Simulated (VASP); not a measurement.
# Al2O3 (P6/mmm) in VASP: a series of runs, part 2 of 2

VASP 6.6.1. The steps go on from the part before.

## Step 4: Single point, PBE, collinear spin, ferromagnetic start

Contents of INCAR:

```
SYSTEM = Al2O3
  ALGO = Normal
  EDIFF = 1E-6
  ENCUT = 520
  GGA = PE
  ISIF = 2
  ISMEAR = 0
  ISPIN = 2
  LASPH = .True.
  LCHARG = .True.
  LELF = .True.
  LORBIT = 11
  LREAL = .False.
  LVHAR = .True.
  LWAVE = .False.
  MAGMOM = 0 0 1 1 1
  NBANDS = 24
  NELM = 150
  PREC = Accurate
  SIGMA = 0.1
```

Contents of KPOINTS:

```
k-points
0
Gamma
  6 6 4
  0 0 0
```

Contents of POSCAR:

```
Al2O3
1.0
    4.3024199700      0.0000000000      0.0000000000
   -2.1512099900      3.7260049900      0.0000000000
    0.0000000000      0.0000000000      4.3080588400
Al O
2 3
Direct
    0.0000000000      0.0000000000      0.5000000000
    0.0000000000      0.0000000000      0.0000000000
    0.5000000000      0.0000000000      0.5000000000
    0.0000000000      0.5000000000      0.5000000000
    0.5000000000      0.5000000000      0.5000000000
```

Started as:

```bash
$ cat potpaw_PBE.64/Al/POTCAR potpaw_PBE.64/O/POTCAR > POTCAR
$ mpirun -np 1 vasp_std > vasp.out
```

It took 42 s on 1 thread of Intel Xeon Platinum 8559C (Emerald Rapids), shared host; peak memory 0.22 GiB.

It converged, with:

```
Free energy                                           : -19.8926 eV
Pressure                                              : 9.3 GPa
Band gap on the k mesh                                : zero (filled and empty bands overlap)
Net moment                                            : 0.00 μB per cell
Valence electrons inside the program's atomic spheres : Al 0.77, 0.89; O 4.79
```

Stress tensor (GPa, compression positive):
```
-7.55  0.00  0.00
 0.00 -7.55  0.00
 0.00  0.00 43.08
```

Levels at points of the mesh, in eV from the Fermi level:
Spin up:
```
           k point  band 10  band 11  band 12  band 13  band 14  band 15
(0.00, 0.00, 0.00)    -1.52    -0.20     1.07     1.15     1.15     2.40
(0.50, 0.00, 0.00)    -2.21    -2.06    -1.70     0.18     0.53     0.97
(0.00, 0.00, 0.50)    -1.71    -1.50    -0.20     1.17     1.17     2.80
(0.50, 0.00, 0.50)    -2.09    -2.03    -1.70     0.29     0.97     2.69
```
Spin down:
| k point | band 8 | band 9 | band 10 | band 11 | band 12 | band 13 | band 14 | band 15 | band 16 | band 17 |
| --- | --- | --- | --- | --- | --- | --- | --- | --- | --- | --- |
| (0.00, 0.00, 0.00) | -5.15 | -1.52 | -1.52 | -0.20 | 1.07 | 1.15 | 1.15 | 2.40 | 4.11 | 4.11 |
| (0.50, 0.00, 0.00) | -3.36 | -2.78 | -2.21 | -2.06 | -1.70 | 0.18 | 0.53 | 0.97 | 3.25 | 5.23 |
| (0.00, 0.00, 0.50) | -2.91 | -1.71 | -1.71 | -1.50 | -0.20 | 1.16 | 1.16 | 2.80 | 2.80 | 5.59 |
| (0.50, 0.00, 0.50) | -3.77 | -2.76 | -2.09 | -2.03 | -1.70 | 0.29 | 0.97 | 2.69 | 3.26 | 5.82 |

Caveat: the k points lie up to 0.36 Å⁻¹ apart, too coarse for converged energies and pressures of a metal.

## Step 5: Single point, PBE, collinear spin, ferromagnetic start

This run uses another cell than the first one, of 15.81 Å³/atom.

Contents of INCAR:

```
SYSTEM = Al2O3
PREC = Accurate ; ENCUT = 520
EDIFF = 1E-7 ; ISMEAR = 0
SIGMA = 0.1 ; LREAL = .FALSE.
LASPH = .TRUE. ; NELM = 150
ALGO = Normal ; ISIF = 2
LWAVE = .FALSE. ; LCHARG = .TRUE.
ISPIN = 2 ; MAGMOM = 0 0 1 1 1
LORBIT = 11 ; GGA = PE
LELF = .TRUE. ; LVHAR = .TRUE.
NBANDS = 24
```

Contents of KPOINTS:

```
regular mesh
0
G
  6 6 4
  0 0 0
```

POSCAR: that of step 4 with these lines changed.

```diff
@@ -2,5 +2,5 @@
 1.0
-    4.3024199700      0.0000000000      0.0000000000
-   -2.1512099900      3.7260049900      0.0000000000
-    0.0000000000      0.0000000000      4.3080588400
+    4.0732359653      0.0000000000      0.0000000000
+   -2.0366179827      3.5275258216      0.0000000000
+    0.0000000000      0.0000000000      5.5002613316
 Al O
```

Started as:

```bash
$ cat potpaw_PBE.64/Al/POTCAR potpaw_PBE.64/O/POTCAR > POTCAR
$ mpirun -np 1 vasp_std > vasp.out
```

Wall time 52 s (1 thread of Intel Xeon Platinum 8559C (Emerald Rapids), shared host); peak memory 0.23 GiB.

It converged, with:

```yaml
Free_energy: -21.6441 eV
Pressure: -0.1 GPa
Band_gap_on_the_k_mesh: zero (filled and empty bands overlap)
Net_moment: 0.00 μB per cell
Valence_electrons_inside_the_program's_atomic_spheres: Al 0.60, 0.75; O 4.84
```

Levels at points of the mesh, in eV from the Fermi level:
Spin up:
```csv
k point,band 10,band 11,band 12,band 13,band 14,band 15
"(0.00, 0.00, 0.00)",-1.34,0.26,1.01,1.40,1.94,1.94
"(0.50, 0.00, 0.00)",-2.91,-1.93,-1.56,-0.55,0.49,1.69
"(0.00, 0.00, 0.50)",-1.37,-1.37,0.26,1.94,1.94,3.79
"(0.50, 0.00, 0.50)",-1.96,-1.91,-1.65,0.37,0.41,1.69
```
Spin down:
```tsv
k point	band 10	band 11	band 12	band 13	band 14	band 15
(0.00, 0.00, 0.00)	-1.34	0.26	1.01	1.40	1.94	1.94
(0.50, 0.00, 0.00)	-2.91	-1.93	-1.56	-0.55	0.49	1.69
(0.00, 0.00, 0.50)	-1.37	-1.37	0.26	1.94	1.94	3.79
(0.50, 0.00, 0.50)	-1.96	-1.91	-1.65	0.37	0.41	1.69
```

## Step 6: Relaxation of cell and atoms, PBE

This run uses another cell than the first one, of 15.81 Å³/atom.

Contents of INCAR:

```
SYSTEM = Al2O3
ALGO     = Normal         ! electronic algorithm
EDIFF    = 1E-6           ! SCF threshold, eV
EDIFFG   = -0.01          ! ionic threshold
ENCUT    = 600            ! plane-wave cutoff, eV
GGA      = PE             ! functional
IBRION   = 2              ! ionic algorithm
ISIF     = 3              ! what is computed and relaxed
ISMEAR   = 0              ! smearing method
LASPH    = .TRUE.         ! aspherical terms in the spheres
LCHARG   = .FALSE.        ! write CHGCAR
LREAL    = .FALSE.        ! projectors in reciprocal space
LWAVE    = .FALSE.        ! write WAVECAR
NELM     = 80             ! most SCF steps
NSW      = 100            ! ionic steps
PREC     = Accurate       ! precision mode
SIGMA    = 0.1            ! smearing width, eV
```

Contents of KPOINTS:

```
k-points
0
G
  12 12 8
  0 0 0
```

POSCAR is that of step 5.

Potentials or basis: VASP PAW PBE potentials, release 64 (Al, O).

Started as:

```bash
$ cat potpaw_PBE.64/Al/POTCAR potpaw_PBE.64/O/POTCAR > POTCAR
$ mpirun -np 1 vasp_std > vasp.out
```

Run time: 3.4 min. Hardware: 1 thread of Intel Xeon Platinum 8559C (Emerald Rapids), shared host; peak memory 0.32 GiB.

The run converged. Its results:

| Property | Result |
| --- | --- |
| Free energy | -21.6355 eV |
| Relaxed volume | 15.77 Å³/atom |
| Relaxed cell | a = 4.062 Å, b = 4.062 Å, c = 5.518 Å, α = 90.00°, β = 90.00°, γ = 120.00° |
| Space group after relaxing (to 0.1 Å) | P6/mmm (No. 191) |
| Energy gained by relaxing | 0.2 meV/atom |
| Ionic steps | 5 |
| Pressure after relaxing | 0.0 GPa |
| Band gap on the k mesh | zero (bands 12 and 13 overlap by 1.54 eV) |

The path:
```
step  energy change (eV)  largest force (eV/Å)  pressure (GPa)  volume (Å³)
   1              0.0000                0.0000           -0.34        79.03
   2             -0.0008                0.0000            0.08        78.65
   3             -0.0008                0.0000            0.07        78.67
   4             -0.0008                0.0000            0.04        78.72
   5             -0.0009                0.0000           -0.05        78.86
```

Final structure:
```
Al O
1.0
     4.06235    0.00000    0.00000
    -2.03118    3.51810    0.00000
     0.00000    0.00000    5.51820
Al O
2 3
Direct
  0.00000 0.00000 0.50000
  0.00000 0.00000 0.00000
  0.50000 0.00000 0.50000
  0.00000 0.50000 0.50000
  0.50000 0.50000 0.50000
```

Levels at points of the mesh, in eV from the Fermi level:
| k point | band 8 | band 9 | band 10 | band 11 | band 12 | band 13 | band 14 | band 15 | band 16 |
| --- | --- | --- | --- | --- | --- | --- | --- | --- | --- |
| (0.00, 0.00, 0.00) | -5.68 | -1.46 | -1.46 | 0.15 | 0.90 | 1.30 | 1.85 | 1.85 | 4.13 |
| (0.50, 0.00, 0.00) | -3.61 | -3.07 | -3.05 | -2.05 | -1.68 | -0.64 | 0.39 | 1.59 | 2.90 |
| (0.00, 0.00, 0.50) | -3.19 | -1.99 | -1.49 | -1.49 | 0.15 | 1.85 | 1.85 | 3.76 | 3.76 |
| (0.50, 0.00, 0.50) | -3.76 | -3.05 | -2.08 | -2.04 | -1.77 | 0.26 | 0.31 | 1.59 | 3.05 |

## Step 7: Overview

| task | spin | cell | k mesh | cutoff (eV) | gap on the mesh (eV) | pressure (GPa) | moment (μB) | relaxed volume (Å³/atom) |
| --- | --- | --- | --- | --- | --- | --- | --- | --- |
| relaxation of cell and atoms | off | relaxed from a = 4.302, b = 4.302, c = 4.308 Å, angles 90.0, 90.0, 120.0°, 5 atoms | 6 × 6 × 4 | 600 | none | -0.1 | - | 15.47 |
| single point | off | a = 4.062, b = 4.062, c = 5.542 Å, angles 90.0, 90.0, 120.0°, 5 atoms | 12 × 12 × 8 | 520 | none | -0.1 | - | - |
| single point | collinear, ferromagnetic start | a = 4.302, b = 4.302, c = 4.308 Å, angles 90.0, 90.0, 120.0°, 5 atoms | 6 × 6 × 4 | 520 | none | 9.3 | 0.00 | - |
| single point | collinear, ferromagnetic start | a = 4.073, b = 4.073, c = 5.500 Å, angles 90.0, 90.0, 120.0°, 5 atoms | 6 × 6 × 4 | 520 | none | -0.1 | 0.00 | - |
| relaxation of cell and atoms | off | relaxed from a = 4.073, b = 4.073, c = 5.500 Å, angles 90.0, 90.0, 120.0°, 5 atoms | 12 × 12 × 8 | 600 | none | 0.0 | - | 15.77 |

Alike in all rows: level PBE; potentials or basis VASP PAW PBE potentials, release 64 (Al, O); smearing gaussian 0.1 eV.

Caveats: some runs use coarse meshes; a cell axis changed by over 15 % at a fixed basis, so the end point is rough (at least some runs).

Absolute energies hang on the potentials; compare differences alone.
